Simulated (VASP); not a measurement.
Wanted: the native input for a VASP 6.6.1 run.

| Property | Result |
| --- | --- |
| Task | relaxation of cell and atoms |
| Functional | PBE |
| Potentials or basis | VASP PAW PBE potentials, release 64 (Rb_sv, Hf_pv, C) |
| Cutoff | 600 eV |
| k mesh | 4 × 4 × 4 |
| Occupations | gaussian, width 0.1 eV |
| Spin | no spin polarisation |
| Dipole correction | no |
| Further INCAR settings | ALGO = Normal; EDIFF = 1e-06; IBRION = 2; EDIFFG = -0.04; NSW = 90; ISIF = 3 |

The structure of RbHfC4 lies in POSCAR:

```
RbHfC4
1.0
    0.0000000000      3.8418338500      3.8418338500
    3.8418338500      0.0000000000      3.8418338500
    3.8418338500      3.8418338500      0.0000000000
Rb Hf C
1 1 4
Direct
    0.0000000000      0.0000000000      0.0000000000
    0.2500000000      0.2500000000      0.2500000000
    0.4366363500      0.4366363500      0.4366363500
    0.4366363500      0.4366363500      0.6900909400
    0.4366363500      0.6900909400      0.4366363500
    0.6900909400      0.4366363500      0.4366363500
```

The cell was built from a structure type or drawn by symmetry, and may not be a known phase.

One way to write it, as run:

INCAR

```
SYSTEM = RbHfC4
ALGO = Normal
EDIFF = 1E-6
EDIFFG = -0.04
ENCUT = 600
GGA = PE
IBRION = 2
ISIF = 3
ISMEAR = 0
LASPH = .TRUE.
LCHARG = .FALSE.
LREAL = .FALSE.
LWAVE = .FALSE.
NELM = 100
NSW = 90
PREC = Accurate
SIGMA = 0.1
```

KPOINTS

```
k-points
0
G
  4 4 4
  0 0 0
```

Potentials or basis: VASP PAW PBE potentials, release 64 (Rb_sv, Hf_pv, C).

Command:

```console
$ cat potpaw_PBE.64/Rb_sv/POTCAR potpaw_PBE.64/Hf_pv/POTCAR potpaw_PBE.64/C/POTCAR > POTCAR
$ mpirun -np 1 vasp_std > vasp.out
```

It gave:

| Quantity | Value |
| --- | --- |
| Relaxed volume | 16.50 Å³/atom |
| Relaxed cell | a = 5.193 Å, b = 5.193 Å, c = 5.193 Å, α = 60.00°, β = 60.00°, γ = 60.00° |
| Space group after relaxing (to 0.1 Å) | F-43m (No. 216) |
| Pressure after relaxing | -0.1 GPa |
| Largest force after relaxing | 0.011 eV/Å |
| Band gap on the k mesh | zero (an odd number of electrons rules out a gap without spin polarisation) |

Caveat: spin-orbit coupling is left out, which moves the levels of the heavy elements.

Run time: 7.7 min on 1 thread of Intel Xeon 8259CL, with other jobs on the host, peak memory 0.35 GiB.
